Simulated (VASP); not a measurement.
A run of VASP 6.6.1:

File INCAR:

```
SYSTEM = TiGaC4N4
ALGO     = Normal         ! electronic algorithm
EDIFF    = 1E-6           ! SCF threshold, eV
ENCUT    = 600            ! plane-wave cutoff, eV
GGA      = PE             ! functional
GGA_COMPAT= .False.      
ISIF     = 2              ! what is computed and relaxed
ISMEAR   = 0              ! smearing method
ISPIN    = 2              ! spin polarisation
LASPH    = .True.         ! aspherical terms in the spheres
LCHARG   = .False.        ! write CHGCAR
LMAXMIX  = 4              ! l up to which the mixer works
LORBIT   = 11             ! projections on sites
LREAL    = .False.        ! projectors in reciprocal space
LWAVE    = .False.        ! write WAVECAR
MAGMOM   = 1 0 0 0 0 0 0 0 0 0 ! initial moments
NBANDS   = 46             ! bands
NELM     = 200            ! most SCF steps
PREC     = Accurate       ! precision mode
SIGMA    = 0.1            ! smearing width, eV
```

File KPOINTS:

```
k-points
0
Gamma
  4 4 4
  0 0 0
```

POSCAR

```
TiGaC4N4
1.0
    5.9906705954      0.0000000000      0.0000000000
    0.0000000000      5.9906705954      0.0000000000
    0.0000000000      0.0000000000      5.9906705954
Ti Ga C N
1 1 4 4
Direct
    0.0000000000      0.0000000000      0.0000000000
    0.5000000000      0.5000000000      0.5000000000
    0.2048690889      0.2048690889      0.2048690889
    0.2048690889      0.7951309111      0.7951309111
    0.7951309111      0.2048690889      0.7951309111
    0.7951309111      0.7951309111      0.2048690889
    0.3187816103      0.3187816103      0.3187816103
    0.3187816103      0.6812183897      0.6812183897
    0.6812183897      0.3187816103      0.6812183897
    0.6812183897      0.6812183897      0.3187816103
```

Potentials or basis: VASP PAW PBE potentials, release 64 (Ti_sv, Ga_d, C, N).

Command:

```bash
$ cat potpaw_PBE.64/Ti_sv/POTCAR potpaw_PBE.64/Ga_d/POTCAR potpaw_PBE.64/C/POTCAR potpaw_PBE.64/N/POTCAR > POTCAR
$ mpirun -np 1 vasp_std > vasp.out
```

Hardware: 1 thread of Oxide Virtual Turin-like Processor, on a shared host.

**Question.** How long does it take, and how much memory?

**Answer.** It took 3.3 min on 1 thread of Oxide Virtual Turin-like Processor, with other jobs on the host, peak memory 0.48 GiB. Counts: scf iterations 19, k points 10.
